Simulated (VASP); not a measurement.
Here is a VASP 6.6.1 calculation.

INCAR

```
PREC = Accurate
ENCUT = 520
EDIFF = 1E-8
ISMEAR = -1
SIGMA = 0.02
LREAL = Auto
LASPH = T
NELM = 80
ALGO = Normal
ISIF = 2
LWAVE = F
LCHARG = F
GGA = PE
LEFG = T
NBANDS = 101
```

The input KPOINTS:

```
regular mesh
0
Gamma
  2 3 3
```

File POSCAR:

```
SiO2
1.0
   13.8193454500      0.0000000000      0.0000000000
    0.0000000000      6.9105836500      0.0000000000
    0.0000000000      0.0000000000      6.4189988800
Si O
10 20
Direct
    0.1151935000      0.0000000000      0.5006836800
    0.6151935000      0.0000000000      0.4993163200
    0.8848065000      0.0000000000      0.4993163200
    0.3848065000      0.0000000000      0.5006836800
    0.2500000000      0.2696551000      0.2622155800
    0.7500000000      0.7303449000      0.7377844200
    0.7500000000      0.2696551000      0.7377844200
    0.2500000000      0.7303449000      0.2622155800
    0.2500000000      0.0000000000      0.8814763800
    0.7500000000      0.0000000000      0.1185236200
    0.0000000000      0.0000000000      0.5000000000
    0.5000000000      0.0000000000      0.5000000000
    0.1544007500      0.1913609700      0.3816263600
    0.6544007500      0.8086390300      0.6183736400
    0.8455992500      0.1913609700      0.6183736400
    0.3455992500      0.8086390300      0.3816263600
    0.8455992500      0.8086390300      0.6183736400
    0.3455992500      0.1913609700      0.3816263600
    0.1544007500      0.8086390300      0.3816263600
    0.6544007500      0.1913609700      0.6183736400
    0.1540551200      0.0000000000      0.7378646400
    0.6540551200      0.0000000000      0.2621353600
    0.8459448800      0.0000000000      0.2621353600
    0.3459448800      0.0000000000      0.7378646400
    0.2500000000      0.5000000000      0.2613048400
    0.7500000000      0.5000000000      0.7386951600
    0.2500000000      0.1916993800      0.0251746700
    0.7500000000      0.8083006200      0.9748253300
    0.7500000000      0.1916993800      0.9748253300
    0.2500000000      0.8083006200      0.0251746700
```

Potentials or basis: VASP PAW PBE potentials, release 64 (Si, O).

The run is started by

```sh
$ cat potpaw_PBE.64/Si/POTCAR potpaw_PBE.64/O/POTCAR > POTCAR
$ mpirun -np 1 vasp_std > vasp.out
```

**Question.** Predict the largest force.

**Answer.** 0.384 eV/Å.

**Question.** Predict the band gap on the k mesh.

**Answer.** 5.62 eV (least direct gap 5.63 eV).

Electric field gradients, principal values (V/Å²):
```tsv
atom	least	middle	greatest (by size)
1 Si	0.941	7.669	-8.610
2 Si	0.941	7.669	-8.610
3 Si	0.941	7.669	-8.610
4 Si	0.941	7.669	-8.610
5 Si	0.736	7.733	-8.469
6 Si	0.736	7.733	-8.469
7 Si	0.736	7.733	-8.469
8 Si	0.736	7.733	-8.469
9 Si	5.755	6.005	-11.760
10 Si	5.755	6.005	-11.760
11 O	-48.713	-49.924	98.637
12 O	-48.713	-49.924	98.637
13 O	-30.891	-55.698	86.589
14 O	-30.891	-55.698	86.589
15 O	-30.891	-55.698	86.589
16 O	-30.891	-55.698	86.589
17 O	-30.891	-55.698	86.589
18 O	-30.891	-55.698	86.589
19 O	-30.891	-55.698	86.589
20 O	-30.891	-55.698	86.589
21 O	-34.635	-54.498	89.133
22 O	-34.635	-54.498	89.133
23 O	-34.635	-54.498	89.133
24 O	-34.635	-54.498	89.133
25 O	-48.139	-50.138	98.277
26 O	-48.139	-50.138	98.277
27 O	-34.857	-54.188	89.044
28 O	-34.857	-54.188	89.044
29 O	-34.857	-54.188	89.044
30 O	-34.857	-54.188	89.044
```

Caveat: without QUAD_EFG the Cq values of the log hold for a quadrupole moment of 1 mb, not for the nuclei. A k mesh can miss the band edges.
